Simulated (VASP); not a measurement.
LiF: G0W0 quasiparticle levels with PBE

The system is LiF.

```
Li F
1.0
     0.00000    2.14461    2.14461
     2.14461    0.00000    2.14461
     2.14461    2.14461    0.00000
Li F
1 1
Direct
  0.00000 0.00000 0.00000
  0.25000 0.25000 0.25000
```

```json
{"Program": "VASP 6.6.1", "Task": "G0W0 quasiparticle levels", "Functional": "PBE", "Potentials or basis": "VASP PAW PBE potentials, release 64 (Li_GW, F_GW)", "Cutoff": "500 eV", "k mesh": "6 × 6 × 6", "Occupations": "gaussian, width 0.01 eV", "Spin": "no spin polarisation", "Dipole correction": "no", "GW scheme": "G0W0", "GW iterations": "1", "Cutoff of the response function": "100", "Frequency points": "96", "Empty bands": "44", "Further INCAR settings": "ALGO = EVGW0; EDIFF = 1e-08; NBANDS = 48"}
```

```
Quasiparticle gap                                   : 12.11 eV
Least direct quasiparticle gap                      : 12.11 eV
Band gap of the starting levels on the mesh         : 7.92 eV
Least direct gap of the starting levels on the mesh : 7.92 eV
```

It took 51 s on 1 thread of Intel(R) Xeon(R) 6975P-C (Granite Rapids), with other jobs on the host, peak memory 0.26 GiB.

Caveat: the k points lie up to 0.42 Å⁻¹ apart; bands, screening cutoff and mesh are small and nothing is extrapolated, so the quasiparticle values aren't converged; the structure was generated, so it needn't be the stable form of LiF.
